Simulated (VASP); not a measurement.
# VSi2 (P6_422) in VASP: notebook, part 2 of 2

VASP 6.6.1. The steps go on from the part before.

**3. Single point, PBE (strained)**

INCAR reads:

```
SYSTEM = VSi2
ALGO = Normal ; EDIFF = 1E-6
ENCUT = 520 ; GGA = PE
ISIF = 2 ; ISMEAR = 0
LASPH = .TRUE. ; LCHARG = .FALSE.
LREAL = .FALSE. ; LWAVE = .FALSE.
NBANDS = 42 ; NELM = 60
PREC = Accurate ; SIGMA = 0.1
```

KPOINTS reads:

```
k-points
0
G
  9 9 6
  0 0 0
```

POSCAR reads:

```
VSi2
1.0
    4.8125253422      0.0000000000      0.0000000000
   -2.4062626711      4.1677692027      0.0000000000
    0.0000000000      0.0000000000      6.5176327680
V Si
3 6
Direct
    0.5000000000      0.0000000000      0.0000000000
    0.5000000000      0.5000000000      0.6666666667
    0.0000000000      0.5000000000      0.3333333333
    0.1579608015      0.3159216031      0.0000000000
    0.8420391985      0.1579608015      0.6666666667
    0.6840783969      0.8420391985      0.3333333333
    0.8420391985      0.6840783969      0.0000000000
    0.1579608015      0.8420391985      0.6666666667
    0.3159216031      0.1579608015      0.3333333333
```

Potentials or basis: VASP PAW PBE potentials, release 64 (V_sv, Si).

Started as:

```sh
$ cat potpaw_PBE.64/V_sv/POTCAR potpaw_PBE.64/Si/POTCAR > POTCAR
$ mpirun -np 1 vasp_std > vasp.out
```

OUTCAR:

```text
SYSTEM = VSi2
   EDIFF = 1E-6
   ENCUT = 520
   GGA = PE
   ISIF = 2
   ISMEAR = 0
   LASPH = .TRUE.
   LREAL = .FALSE.
   NELM = 60
   PREC = Accurate

 ion  position               nearest neighbor table
   1  0.500  0.000  0.000-   6 2.60   9 2.60   8 2.60   5 2.60   4 2.74   7 2.74   7 2.74   4 2.74
                             4 2.85   7 2.85
   2  0.500  0.500  0.667-   4 2.60   7 2.60   6 2.60   9 2.60   5 2.74   8 2.74   8 2.74   5 2.74
                             8 2.85   5 2.85
   3  0.000  0.500  0.333-   4 2.60   7 2.60   5 2.60   8 2.60   9 2.74   6 2.74   9 2.74   6 2.74
                             6 2.85   9 2.85
   4  0.158  0.316  0.000-   5 2.54   9 2.54   3 2.60   2 2.60   7 2.63   1 2.74   1 2.74   1 2.85
                             7 2.85   7 2.85
   5  0.842  0.158  0.667-   4 2.54   6 2.54   1 2.60   3 2.60   8 2.63   2 2.74   2 2.74   2 2.85
                             8 2.85   8 2.85
   6  0.684  0.842  0.333-   7 2.54   5 2.54   1 2.60   2 2.60   9 2.63   3 2.74   3 2.74   3 2.85
                             9 2.85   9 2.85
   7  0.842  0.684  0.000-   8 2.54   6 2.54   3 2.60   2 2.60   4 2.63   1 2.74   1 2.74   1 2.85
                             4 2.85   4 2.85
   8  0.158  0.842  0.667-   7 2.54   9 2.54   1 2.60   3 2.60   5 2.63   2 2.74   2 2.74   2 2.85
                             5 2.85   5 2.85
   9  0.316  0.158  0.333-   4 2.54   8 2.54   1 2.60   2 2.60   6 2.63   3 2.74   3 2.74   3 2.85
                             6 2.85   6 2.85

  LATTYP: Found a hexagonal cell.
 ALAT       =     4.8125253422
 C/A-ratio  =     1.3543061708

  Lattice vectors:

 A1 = (   4.8125253422,   0.0000000000,   0.0000000000)
 A2 = (  -2.4062626711,   4.1677692027,   0.0000000000)
 A3 = (   0.0000000000,   0.0000000000,   6.5176327680)

Analysis of symmetry for initial positions (statically):
=====================================================================
 Subroutine PRICEL returns:
 Original cell was already a primitive cell.

 Routine SETGRP: Setting up the symmetry group for a
 hexagonal supercell.

 Subroutine GETGRP returns: Found 12 space group operations
 (whereof  4 operations were pure point group operations)
 out of a pool of 24 trial point group operations.

The static configuration has the point symmetry D_2 .
 The point group associated with its full space group is D_6 .

Analysis of symmetry for dynamics (positions and initial velocities):
=====================================================================
 Subroutine PRICEL returns:
 Original cell was already a primitive cell.

 Routine SETGRP: Setting up the symmetry group for a
 hexagonal supercell.

 Subroutine GETGRP returns: Found 12 space group operations
 (whereof  4 operations were pure point group operations)
 out of a pool of 24 trial point group operations.

The dynamic configuration has the point symmetry D_2 .
 The point group associated with its full space group is D_6 .

 Subroutine INISYM returns: Found 12 space group operations
 (whereof  4 operations are pure point group operations),
 and found     1 'primitive' translations

----------------------------------------------------------------------------------------

                                     Primitive cell

  volume of cell :     130.7274

  direct lattice vectors                    reciprocal lattice vectors
[... 84 lines left out ...]
   number of dos      NEDOS =    301   number of ions     NIONS =      9
   total plane-waves  NPLWV =  62208
   dimension x,y,z NGX =    36 NGY =   36 NGZ =   48
   dimension x,y,z NGXF=    72 NGYF=   72 NGZF=   96
   ions per type =               3   6
   NGX,Y,Z   is equivalent  to a cutoff of  12.44, 12.44, 12.24 a.u.
   NGXF,Y,Z  is equivalent  to a cutoff of  24.87, 24.87, 24.49 a.u.
 SYSTEM =  VSi2
   PREC   = accura    normal or accurate (medium, high low for compatibility)
   ISTART =      0    job   : 0-new  1-cont  2-samecut
   ICHARG =      2    charge: 1-file 2-atom 10-const
   ISPIN  =      1    spin polarized calculation?
   LNONCOLLINEAR =      F non collinear calculations
   LSORBIT =      F    spin-orbit coupling
   LASPH  =      T    aspherical Exc in radial PAW
   ENCUT  =  520.0 eV  38.22 Ry    6.18 a.u.   8.95  8.95 12.12*2*pi/ulx,y,z
   NELM   =     60;   NELMIN=  2; NELMDL= -5     # of ELM steps
   EDIFF  = 0.1E-05   stopping-criterion for ELM
   LREAL  =      F    real-space projection
   EDIFFG = 0.1E-04   stopping-criterion for IOM
   NSW    =      0    number of steps for IOM
   IBRION =     -1    ionic relax: 0-MD 1-quasi-New 2-CG
   NFREE  =      0    steps in history (QN), initial steepest desc. (CG)
   ISIF   =      2    stress and relaxation
   ISYM   =      2    0-nonsym 1-usesym 2-fastsym
   POTIM  = 0.5000    time-step for ionic-motion
   TEBEG  =    0.0;   TEEND  =   0.0 temperature during run
   PSTRESS=    0.0 pullay stress
   NELECT =      63.0000    total number of electrons
   NUPDOWN=      -1.0000    fix difference up-down
   EMIN   =  10.00;   EMAX   =-10.00  energy-range for DOS
   EFERMI =   0.00;   METHOD = LEGACY
   ISMEAR =     0;   SIGMA  =   0.10  broadening in eV -4-tet -1-fermi 0-gaus
   EFERMI_NEDOS =   21; number of points for ismear=-14 and -15
   IALGO  =     38    algorithm
   IMIX   =      4    mixing-type and parameters
     AMIX     =   0.40;   BMIX     =  1.00
     AMIX_MAG =   1.60;   BMIX_MAG =  1.00
  volume/ion in A,a.u.               =      14.53        98.02
  Fermi-wavevector in a.u.,A,eV,Ry     =   1.283511  2.425483 22.414233  1.647400
  Thomas-Fermi vector in A             =   2.415759
   LORBIT       =      0    0 simple, 1 ext, 2 COOP (PROOUT), +10 PAW based schemes
   GGA     = PE    functional components
   LHFCALC =     F    Hartree Fock is set to
   AEXX    =    0.0000 exact exchange contribution
   IVDW    =     0    specifies the selected vdW correction
   LEPSILON=     F    determine dielectric tensor
   LRPA    =     F    only Hartree local field effects (RPA)
 non-spin polarized calculation
 Gauss-broadening in eV      SIGMA  =   0.10
  energy-cutoff  :      520.00
  volume of cell :      130.73
 maximum number of plane-waves:      3549
 NGX is ok and might be reduce to    36
   NGX = 17   NGY = 17   NGZ = 25

 number of electron      63.0000004 magnetization

 Free energy of the ion-electron system (eV)
  ---------------------------------------------------
  ext. energy  EPLUGINS =         0.00000000
  ---------------------------------------------------
  free energy    TOTEN  =       -62.92568198 eV

  energy without entropy =      -62.89620000  energy(sigma->0) =      -62.91094099

 E-fermi :   9.5790     XC(G=0): -11.5938

 val. band max:        9.5754128333   @ k =   0.4444   0.1111   0.0000
 cond. band min:       9.5921043670   @ k =   0.3333   0.3333   0.3333
 fundamental gap:      0.0166915337
 Fermi energy:         9.5790185393

 k-point     1 :       0.0000    0.0000    0.0000
  band No.  band energies     occupation
      1     -54.6362      2.00000
      2     -54.6278      2.00000
      3     -54.6278      2.00000
      4     -28.5414      2.00000
      5     -28.5137      2.00000
      6     -28.5137      2.00000
[... 1069 lines left out ...]
     41      12.0284      0.00000
     42      12.6852      0.00000

 [... further k-points ...]

------------------------ aborting loop because EDIFF is reached ----------------------------------------

  FORCE on cell =-STRESS in cart. coord.  units (eV):
  Direction    XX          YY          ZZ          XY          YZ          ZX
  --------------------------------------------------------------------------------------
  -------------------------------------------------------------------------------------
  Total      -14.0130810    -14.0130810    -11.5031943      0.0000000     -0.0000000      0.0000000
  in kB     -171.7424440   -171.7424440   -140.9816080      0.0000000     -0.0000000      0.0000000
  external PRESSURE =    -161.4888320 kB  Pullay stress =       0.0000000 kB

 VOLUME and BASIS-vectors are now :
 -----------------------------------------------------------------------------
  energy-cutoff  :      520.00
  volume of cell :      130.73
      direct lattice vectors                 reciprocal lattice vectors
     4.812525342  0.000000000  0.000000000     0.207791114  0.119968255  0.000000000
    -2.406262671  4.167769203  0.000000000     0.000000000  0.239936511  0.000000000
     0.000000000  0.000000000  6.517632768     0.000000000  0.000000000  0.153429939

 POSITION                                       TOTAL-FORCE (eV/Angst)
 -----------------------------------------------------------------------------------
      2.40626      0.00000      0.00000        -0.000000     -0.000000     -0.000000
      1.20313      2.08388      4.34509        -0.000000     -0.000000      0.000000
     -1.20313      2.08388      2.17254        -0.000000     -0.000000      0.000000
     -0.00000      1.31669      0.00000        -0.000000      0.326314      0.000000
      3.67224      0.65834      4.34509        -0.282597      0.163157      0.000000
      1.26598      3.50943      2.17254        -0.282597     -0.163157      0.000000
      2.40626      2.85108      0.00000        -0.000000     -0.326314      0.000000
     -1.26598      3.50943      4.34509         0.282597     -0.163157      0.000000
      1.14029      0.65834      2.17254         0.282597      0.163157      0.000000
 -----------------------------------------------------------------------------------
    total drift:                                0.000000     -0.000000     -0.000001

  FREE ENERGIE OF THE ION-ELECTRON SYSTEM (eV)
  ---------------------------------------------------
  free  energy   TOTEN  =       -62.9256819781 eV

  energy  without entropy=      -62.8961999994  energy(sigma->0) =      -62.91094099
```

Wall time 100 s (1 thread of Intel Xeon 6975P-C (Granite Rapids), shared host); peak memory 0.35 GiB.

Results:

```yaml
Free_energy: -62.9257 eV
Pressure: -16.1 GPa
Largest_force: 0.326 eV/Å
Band_gap_on_the_k_mesh: zero (an odd number of electrons rules out a gap without spin polarisation)
```

Forces on the atoms (eV/Å):
```
V    0.000  0.000  0.000
V    0.000  0.000  0.000
V    0.000  0.000  0.000
Si   0.000  0.326  0.000
Si  -0.283  0.163  0.000
Si  -0.283 -0.163  0.000
Si   0.000 -0.326  0.000
Si   0.283 -0.163  0.000
Si   0.283  0.163  0.000
```

Stress tensor (GPa, compression positive):
```
-17.17   0.00   0.00
  0.00 -17.17   0.00
  0.00   0.00 -14.10
```

Levels at points of the mesh, in eV from the Fermi level:
```csv
k point,band 29,band 30,band 31,band 32,band 33,band 34,band 35,band 36
"(0.00, 0.00, 0.00)",-1.69,-1.45,-1.45,-1.41,0.43,1.66,1.95,1.96
"(0.00, 0.00, 0.50)",-1.59,-1.59,-1.20,0.56,0.56,1.61,1.99,1.99
```

Caveat: the cell differs from its parent crystal (strained); the cell stands under tension.
